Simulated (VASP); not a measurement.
A run of VASP 6.6.1 is set up as follows.

Contents of POSCAR:

```
ZnS
1.0
    0.0000000000      2.6945131942      2.6945131942
    2.6945131942      0.0000000000      2.6945131942
    2.6945131942      2.6945131942      0.0000000000
Zn S
1 1
Direct
    0.0000000000      0.0000000000      0.0000000000
    0.6696491777      0.7767836074      0.7767836074
```

Contents of INCAR.step1:

```
ALGO = Normal ; EDIFF = 1E-4
ENCUT = 520 ; GGA = PE
ISMEAR = 0 ; LASPH = T
LCHARG = F ; LREAL = F
LWAVE = T ; NBANDS = 16
NELM = 60 ; PREC = Accurate
SIGMA = 0.05
```

Contents of INCAR.step2:

```
ALGO = Normal ; EDIFF = 1E-7
ENCUT = 520 ; ISIF = 2
ISMEAR = 0 ; ISTART = 1
LASPH = T ; LCHARG = F
LMIXTAU = T ; LREAL = F
LWAVE = F ; METAGGA = R2SCAN
NBANDS = 16 ; NELM = 60
PREC = Accurate ; SIGMA = 0.05
```

File KPOINTS:

```
k-points
0
Gamma
  8 8 8
```

Potentials or basis: VASP PAW PBE potentials, release 64 (Zn, S).

Command:

```bash
$ cat potpaw_PBE.64/Zn/POTCAR potpaw_PBE.64/S/POTCAR > POTCAR
$ cp INCAR.step1 INCAR
$ mpirun -np 1 vasp_std > vasp.out
$ cp INCAR.step2 INCAR
$ mpirun -np 1 vasp_std > vasp.out
```

Question: Predict the pressure.

Answer: 3.2 GPa.

Question: What does it give for the largest force?

Answer: 2.678 eV/Å.

Question: Predict the band gap on the k mesh.

Answer: 2.62 eV, direct.

Stress tensor (GPa, compression positive):
```
 3.23 -6.04 -6.04
-6.04  3.23  6.04
-6.04  6.04  3.23
```

Caveat: the cell differs from its parent crystal (all S atoms moved +0.250 Å, as atom 2 towards its neighbour atom 1 (Zn) at 2.334 Å); the PAW data sets were made with another functional, which shifts forces and pressure a little.
